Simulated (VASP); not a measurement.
Set up this calculation in VASP 6.6.1, as the native input.

```
Task                   : single point
Functional             : PBE
Potentials or basis    : VASP PAW PBE potentials, release 64 (Mg, B)
Cutoff                 : 520 eV
k mesh                 : 4 × 4 × 4
Occupations            : gaussian, width 0.1 eV
Spin                   : no spin polarisation
Dipole correction      : no
Further INCAR settings : ALGO = Normal; EDIFF = 1e-06; NBANDS = 31
```

The structure of MgB12 lies in POSCAR:

```
MgB12
1.0
    0.0000000000      3.7864030450      3.7864030450
    3.7864030450      0.0000000000      3.7864030450
    3.7864030450      3.7864030450      0.0000000000
Mg B
1 12
Direct
    0.0000000000      0.0000000000      0.0000000000
    0.3763353896      0.3763353896      0.3763353896
    0.3763353896      0.3763353896      0.8709938313
    0.3763353896      0.8709938313      0.3763353896
    0.8709938313      0.3763353896      0.3763353896
    0.5790142634      0.9209857366      0.9209857366
    0.9209857366      0.5790142634      0.5790142634
    0.9209857366      0.5790142634      0.9209857366
    0.5790142634      0.9209857366      0.5790142634
    0.9209857366      0.9209857366      0.5790142634
    0.5790142634      0.5790142634      0.9209857366
    0.2500000000      0.2500000000      0.2500000000
    0.5000000000      0.5000000000      0.5000000000
```

These files were run (other wordings do the same):

INCAR

```
SYSTEM = MgB12
PREC = Accurate ; ENCUT = 520
EDIFF = 1E-6 ; ISMEAR = 0
SIGMA = 0.1 ; LREAL = .FALSE.
LASPH = .TRUE. ; NELM = 80
ALGO = Normal ; ISIF = 2
LWAVE = .FALSE. ; LCHARG = .FALSE.
GGA = PE ; NBANDS = 31
```

KPOINTS

```
regular mesh
0
G
  4 4 4
  0 0 0
```

Potentials or basis: VASP PAW PBE potentials, release 64 (Mg, B).

Run with:

```sh
$ cat potpaw_PBE.64/Mg/POTCAR potpaw_PBE.64/B/POTCAR > POTCAR
$ mpirun -np 1 vasp_std > vasp.out
```

It gave:

```
Pressure               : -0.4 GPa
Largest force          : 0.015 eV/Å
Band gap on the k mesh : zero (band 19 reaches 7.38 eV, above the bottom of band 20 at 5.58 eV)
```

Wall time 23 s on 1 thread of AMD EPYC 9R45 96-Core Processor (Zen 5) (shared host), peak memory 0.2 GiB.
